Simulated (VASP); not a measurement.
# H4C in VASP: further runs, part 2 of 2

VASP 6.6.1.

**3. Single point, PBE+D3(BJ)**

File INCAR:

```
PREC = Accurate ; ENCUT = 520
EDIFF = 1E-6 ; ISMEAR = -1
SIGMA = 0.02 ; LREAL = Auto
LASPH = True ; NELM = 60
ALGO = Normal ; ISIF = 2
LWAVE = False ; LCHARG = False
GGA = PE ; IVDW = 12
NBANDS = 45
```

File KPOINTS:

```
Automatic mesh
0
Gamma
  1 1 1
```

File POSCAR:

```
H4C
1.0
    7.4638260000      0.0000000000      0.0000000000
    0.0000000000      7.4638260000      0.0000000000
    0.0000000000      0.0000000000      7.4638260000
C H
6 24
Direct
    0.6817281110      0.5540188102      0.2152515345
    0.9143433944      0.4230404085      0.6417218193
    0.9443414142      0.8629488415      0.8994850630
    0.8298558943      1.0747571018      0.3634998994
    0.4123622389      0.7977142018      0.5812702493
    0.3380705820      0.1427819995      0.1218811907
    0.6256174782      0.5969726518      0.0924860789
    0.7588199403      0.6595410986      0.2814776229
    0.7697392731      0.4420253098      0.1833376073
    0.5690647129      0.5308537471      0.2987743819
    0.7658002746      0.4275555191      0.6266089268
    0.9780908612      0.5437425792      0.5920556026
    0.9630047646      0.2989485553      0.5852628397
    0.9546846349      0.4213522663      0.7797073512
    0.8253943755      0.9499953509      0.9235477890
    0.9908591117      0.8158684299      1.0349651774
    1.0491670090      0.9238291461      0.8247512737
    0.8921161881      0.7424208442      0.8307937511
    0.8200217958      0.9741652606      0.2614476811
    0.7503658311      1.0545931805      0.4892263030
    0.7970309061      1.2110410934      0.3251951479
    0.9735757506      1.0787228963      0.4113975862
    0.3881655333      0.8870651593      0.4705897485
    0.5366416634      0.7335513984      0.5653132857
    0.3053795734      0.6968945953      0.5726285688
    0.4015366918      0.8631900047      0.7101317742
    0.2034077429      0.1585781876      0.1750308756
    0.4052345272      0.0202175131      0.1685596636
    0.4115583616      0.2744704927      0.1470157530
    0.3156156105      0.1384946541     -0.0249871849
```

Potentials or basis: VASP PAW PBE potentials, release 64 (C, H).

On the command line:

```bash
cat potpaw_PBE.64/C/POTCAR potpaw_PBE.64/H/POTCAR > POTCAR
mpirun -np 1 vasp_gam > vasp.out
```

OUTCAR:

```text
PREC = Accurate
   ENCUT = 520
   EDIFF = 1E-6
   ISMEAR = -1
   LREAL = Auto
   LASPH = True
   NELM = 60
   ISIF = 2
   GGA = PE
   IVDW = 12
 IVDW          = 12

 ion  position               nearest neighbor table
   1  0.682  0.554  0.215-   7 1.06  10 1.06   9 1.09   8 1.09
   2  0.914  0.423  0.642-  14 1.07  13 1.08  12 1.08  11 1.11
   3  0.944  0.863  0.899-  17 1.06  18 1.11  15 1.11  16 1.13
[... 299 lines left out ...]
  -------------------------------------------------------------------------------------
  Total      -0.30819     1.07107     2.53022    -0.07297    -1.24340    -1.27388
  in kB      -1.18755     4.12707     9.74956    -0.28118    -4.79112    -4.90856
  external pressure =        4.23 kB  Pullay stress =        0.00 kB

 VOLUME and BASIS-vectors are now :
 -----------------------------------------------------------------------------
  energy-cutoff  :      520.00
  volume of cell :      415.80
      direct lattice vectors                 reciprocal lattice vectors
     7.463826000  0.000000000  0.000000000     0.133979543  0.000000000  0.000000000
     0.000000000  7.463826000  0.000000000     0.000000000  0.133979543  0.000000000
     0.000000000  0.000000000  7.463826000     0.000000000  0.000000000  0.133979543

 POSITION                                       TOTAL-FORCE (eV/Angst)
 -----------------------------------------------------------------------------------
      5.08830      4.13510      1.60660         1.010717      0.358465      0.207275
      6.82450      3.15750      4.78970        -0.720854      0.054794      0.127013
      7.04840      6.44090      6.71360        -1.539700     -1.174987      1.511142
      6.19390      0.55797      2.71310         1.140334      0.641612      2.198344
      3.07780      5.95400      4.33850        -1.652003     -0.235208      0.024847
      2.52330      1.06570      0.90970         0.189662      1.399440     -0.840493
[... 22 lines left out ...]
      3.07180      2.04860      1.09730        -0.285183     -1.361786      0.053125
      2.35570      1.03370      7.27733         0.299850     -0.230324      0.235914
 -----------------------------------------------------------------------------------
    total drift:                               -0.000870      0.002439      0.008042

  FREE ENERGIE OF THE ION-ELECTRON SYSTEM (eV)
  ---------------------------------------------------
  free  energy   TOTEN  =      -144.3385819541 eV

  energy  without entropy=     -144.3385819540  energy(sigma->0) =     -144.33858195
```

It took 29 s on 1 thread of Intel Xeon 6975P-C (Granite Rapids), shared host; peak memory 0.37 GiB.

Results:

```
Free energy                : -144.3386 eV
Pressure                   : 0.4 GPa
Largest force              : 2.558 eV/Å
Band gap on the k mesh     : 6.98 eV
Dispersion energy per atom : -0.024 eV
```

Forces on the atoms (eV/Å):
```
C    1.011  0.358  0.207
C   -0.721  0.055  0.127
C   -1.540 -1.175  1.511
C    1.140  0.642  2.198
C   -1.652 -0.235  0.025
C    0.190  1.399 -0.840
H   -0.289  0.810 -1.314
H    0.129  0.156 -0.253
H   -0.166 -0.327  0.351
H   -0.731 -0.912  0.900
H    0.629  0.128  0.167
H    0.063  0.129 -0.728
H    0.285 -0.067 -0.490
H   -0.196 -0.137  1.055
H    0.624  0.009 -0.237
H   -0.014  0.364 -0.794
H    0.683  0.583 -0.494
H    0.252  0.277 -0.009
H   -0.478 -0.366 -0.400
H    0.155 -0.485 -0.789
H   -0.068  0.072 -0.604
H   -0.770 -0.111 -0.412
H    0.061  0.667 -0.333
H    1.466 -0.647 -0.089
H    0.049 -0.122  0.133
H    0.071  0.350  0.311
H   -0.212 -0.193  0.471
H    0.012  0.372  0.041
H   -0.285 -1.362  0.053
H    0.300 -0.230  0.236
```

Stress tensor (GPa, compression positive):
```
-0.12 -0.03 -0.49
-0.03  0.41 -0.48
-0.49 -0.48  0.97
```

Levels at points of the mesh, in eV from the valence-band top:
| k point | band 20 | band 21 | band 22 | band 23 | band 24 | band 25 | band 26 | band 27 | band 28 | band 29 |
| --- | --- | --- | --- | --- | --- | --- | --- | --- | --- | --- |
| (0.00, 0.00, 0.00) | -0.50 | -0.45 | -0.34 | -0.16 | 0.00 | 6.98 | 8.94 | 9.16 | 9.35 | 9.50 |

Caveat: the k points lie up to 0.84 Å⁻¹ apart.

**4. Single point, PBE+D3(BJ)**

File INCAR:

```
SYSTEM = H4C
ALGO     = Normal         ! electronic algorithm
EDIFF    = 1E-7           ! SCF threshold, eV
ENCUT    = 520            ! plane-wave cutoff, eV
GGA      = PE             ! functional
ISIF     = 2              ! what is computed and relaxed
ISMEAR   = -1             ! smearing method
IVDW     = 12             ! dispersion correction
LASPH    = .True.         ! aspherical terms in the spheres
LCHARG   = .True.         ! write CHGCAR
LELF     = .True.         ! ELF
LREAL    = Auto         
LVHAR    = .True.       
LWAVE    = .False.        ! write WAVECAR
NBANDS   = 45             ! bands
NELM     = 100            ! most SCF steps
PREC     = Accurate       ! precision mode
SIGMA    = 0.02           ! smearing width, eV
```

File KPOINTS:

```
k-points
0
Gamma
  1 1 1
  0 0 0
```

File POSCAR:

```
H4C
1.0
    7.4638260000      0.0000000000      0.0000000000
    0.0000000000      7.4638260000      0.0000000000
    0.0000000000      0.0000000000      7.4638260000
C H
6 24
Direct
    0.6819692742      0.5697480086      0.1878125240
    0.9507724323      0.4735774923      0.6130635950
    0.9596150821      0.8521768862      0.9096809063
    0.7863795324      1.0208839274      0.3612892369
    0.4127373816      0.7759559239      0.6122597177
    0.3257578620      0.1647278487      0.1423264690
    0.7363917648      0.6896998939      0.2432532591
    0.7987056504      0.5101405097      0.1304156876
    0.5921359903      0.6031089149      0.0788469613
    0.6081599437      0.4823665503      0.2726617689
    0.8454243172      0.4061455881      0.5454843133
    0.9333282957      0.6160647368      0.5985536104
    1.0861319650      0.4400960044      0.5737272010
    0.9313989903      0.4321242215      0.7569040329
    0.8434012261      0.9201313107      0.9617855507
    1.0946262681      0.9119987524      0.9360212845
    0.9383659265      0.8269753341      0.7671668659
    0.9582350928      0.7191619955      0.9721287715
    0.7317292766      1.0981231342      0.2475272066
    0.6966266363      1.0372562276      0.4768331952
    0.9176526891      1.0897762086      0.3837442084
    0.8200485917      0.8827108242      0.3299648197
    0.4480543893      0.8006349559      0.4714874114
    0.5325686853      0.7377181622      0.6881591291
    0.3194474255      0.6696029623      0.6111342896
    0.3479314764      0.8977299310      0.6567811200
    0.3304069521      0.2656010470      0.2524978476
    0.3339574100      0.0282562857      0.2041714263
    0.4469691550      0.1765984362      0.0619253450
    0.2005807745      0.1804302512      0.0646049359
```

On the command line:

```bash
cat potpaw_PBE.64/C/POTCAR potpaw_PBE.64/H/POTCAR > POTCAR
mpirun -np 1 vasp_gam > vasp.out
```

Wall time 34 s (1 thread of Intel Xeon 6975P-C (Granite Rapids), shared host); peak memory 0.38 GiB.

The run converged. Its results:

```
Free energy                : -144.3567 eV
Pressure                   : 0.6 GPa
Largest force              : 1.912 eV/Å
Band gap on the k mesh     : 6.90 eV
Dispersion energy per atom : -0.024 eV
```

Forces on the atoms (eV/Å):
```
C   -0.078  0.267 -1.080
C    0.109 -0.151  1.903
C    0.826 -0.827 -0.066
C    0.966  1.362 -0.081
C    0.867  0.618 -0.822
C   -0.062 -0.397  0.940
H   -0.349  0.631  0.794
H    0.608 -1.036 -0.419
H   -0.222  0.316 -0.457
H   -0.152 -0.529  1.033
H   -0.512 -0.664 -1.062
H   -0.139  0.559  0.057
H    0.234 -0.411 -0.375
H    0.306  0.509 -0.622
H   -0.136  0.751  0.317
H   -0.957  0.040 -0.132
H    0.170  0.253 -0.164
H    0.126 -0.058  0.050
H   -0.196 -0.555 -0.009
H    0.233 -0.203 -0.061
H   -0.522 -0.265  0.359
H   -0.307 -0.015 -0.025
H    0.250 -0.090  0.031
H   -0.078  0.234  0.064
H   -0.978 -1.078  0.203
H   -0.062  0.311  0.548
H   -0.059 -0.355 -0.448
H   -0.313  0.579 -0.220
H   -0.002  0.260 -0.362
H    0.430 -0.058  0.105
```

Stress tensor (GPa, compression positive):
```
-0.20  0.22 -0.18
 0.22  1.32  0.86
-0.18  0.86  0.58
```

Levels at points of the mesh, in eV from the valence-band top:
```
           k point  band 22  band 23  band 24  band 25  band 26  band 27
(0.00, 0.00, 0.00)    -0.42    -0.24     0.00     6.90     8.90     8.95
```

Caveat: the k points lie up to 0.84 Å⁻¹ apart.
